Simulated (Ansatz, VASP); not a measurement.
One calculation of GaTe2O, two programs

```
CELL_PARAMETERS angstrom
3.84351 0.00000 0.00000
-1.92176 3.32858 0.00000
0.00000 0.00000 8.80452
ATOMIC_POSITIONS crystal
Ga 0.00000 0.00000 0.00000
Te 0.00000 0.00000 0.68447
Te 0.00000 0.00000 0.31553
O 0.00000 0.00000 0.50000
```

Alike in both runs: task single point; functional PBE; k mesh 6 × 6 × 2; occupations gaussian, width 0.1 eV; no spin polarisation.

```csv
,VASP,Ansatz
version,VASP 6.6.1,Ansatz 0.2.0
potentials or method,"VASP PAW PBE potentials, release 64 (Ga_d, Te, O), cutoff 520 eV","scalar-relativistic, plane waves, PAW"
valence electrons in the cell,31,51
```

|  | VASP | Ansatz | Ansatz less VASP |
| --- | --- | --- | --- |
| gap on the k mesh at the Fermi level (eV) | none | none | - |
| pressure (GPa) | 27.5 | 27.0 | -0.55 |
| traceless stress, the component that is largest in VASP (GPa) | 58.58 | 57.44 | -1.147 |
| rms of the force components (eV/Å) | 7.251 | 7.095 | -0.1557 |

Atom by atom the forces differ by 0.156 eV/Å (rms over components). A gap of «none» marks a metal or a gap that the smearing closes. VASP's potentials hold 31 valence electrons a cell and Ansatz's 51, so a difference there can come from the potentials and not from the codes.

Spin-orbit coupling is off throughout.
